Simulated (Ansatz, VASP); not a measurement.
**Al2O3: VASP beside Ansatz**

```
Al O
1.0
     2.65358    0.00000    0.00000
    -1.32679    2.29807    0.00000
     0.00000    0.00000    9.33675
Al O
2 3
Direct
  0.00000 0.00000 0.14999
  0.00000 0.00000 0.85001
  0.33333 0.66667 0.22232
  0.66667 0.33333 0.00000
  0.33333 0.66667 0.77768
```

Change from the starting cell: strain -0.080 along x and y, +0.000 along z, atoms carried along.

Alike in both runs: task single point; functional r2SCAN; k mesh 12 × 12 × 4; occupations gaussian, width 0.05 eV; no spin polarisation.

```csv
,VASP,Ansatz
version,VASP 6.6.1,Ansatz 0.2.0
potentials or method,"VASP PAW PBE potentials, release 64 (Al, O), cutoff 520 eV","scalar-relativistic, plane waves, PAW"
valence electrons in the cell,24,24
```

```csv
,VASP,Ansatz,Ansatz less VASP
gap on the k mesh at the Fermi level (eV),7.81,7.77,-0.038
least direct gap on the mesh (eV),7.81,7.77,-0.038
pressure (GPa),35.2,34.7,-0.58
"traceless stress, the component that is largest in VASP (GPa)",-29.47,-28.66,+0.804
rms of the force components (eV/Å),1.180,1.170,-0.0107
```

VASP's potentials were made for PBE, not for r2SCAN. Atom by atom the forces differ by 0.011 eV/Å (rms over components). Both programs put the cell under a high pressure, so it lies far from rest at this level. The functional is the same, so the differences come from potentials, cutoffs and numerics.
